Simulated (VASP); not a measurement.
Write the native input for VASP 6.6.1 that does the following.

* Task: single point
* Functional: PBEsol
* Potentials or basis: VASP PAW PBE potentials, release 64 (Cu)
* Cutoff: 520 eV
* k mesh: 15 × 15 × 1
* Occupations: gaussian, width 0.1 eV
* Spin: no spin polarisation
* Dipole correction: yes
* Further INCAR settings: ALGO = Normal; EDIFF = 1e-06; NBANDS = 48

The structure of Cu lies in POSCAR:

```
Cu
1.0
    2.5205910253      0.0000000000      0.0000000000
   -1.2602955127      2.1828958605      0.0000000000
    0.0000000000      0.0000000000     27.3495698005
Cu
7
Direct
    0.6666666667      0.3333333333      0.2742708431
    0.3333333333      0.6666666667      0.3489044109
    0.6666666667      0.3333333333      0.4243848074
    0.3333333333      0.6666666667      0.4999999971
    0.6666666667      0.3333333333      0.5756151857
    0.3333333333      0.6666666667      0.6510955893
    0.6666666667      0.3333333333      0.7257291665
```

One way to write it, as run:

INCAR

```
PREC     = Accurate       # precision mode
ENCUT    = 520            # plane-wave cutoff, eV
EDIFF    = 1E-6           # SCF threshold, eV
ISMEAR   = 0              # smearing method
SIGMA    = 0.1            # smearing width, eV
LREAL    = F              # projectors in reciprocal space
LASPH    = T              # aspherical terms in the spheres
NELM     = 80             # most SCF steps
ALGO     = Normal         # electronic algorithm
ISIF     = 2              # what is computed and relaxed
LWAVE    = F              # write WAVECAR
LCHARG   = F              # write CHGCAR
LDIPOL   = T            
IDIPOL   = 3            
DIPOL    = 0.5 0.5 0.500
GGA      = PS             # functional
NBANDS   = 48             # bands
```

KPOINTS

```
regular mesh
0
Gamma
  15 15 1
```

Potentials or basis: VASP PAW PBE potentials, release 64 (Cu).

The run is started by

```sh
$ cat potpaw_PBE.64/Cu/POTCAR > POTCAR
$ mpirun -np 1 vasp_std > vasp.out
```

It gave:

```yaml
Largest_force: 0.026 eV/Å
```

Caveat: the PAW data sets were made with another functional, which shifts forces and pressure a little.

Run time: 5.2 min on 1 thread of Intel(R) Xeon(R) Platinum 8375C CPU @ 2.90GHz (Ice Lake), on a shared host, peak memory 0.35 GiB.
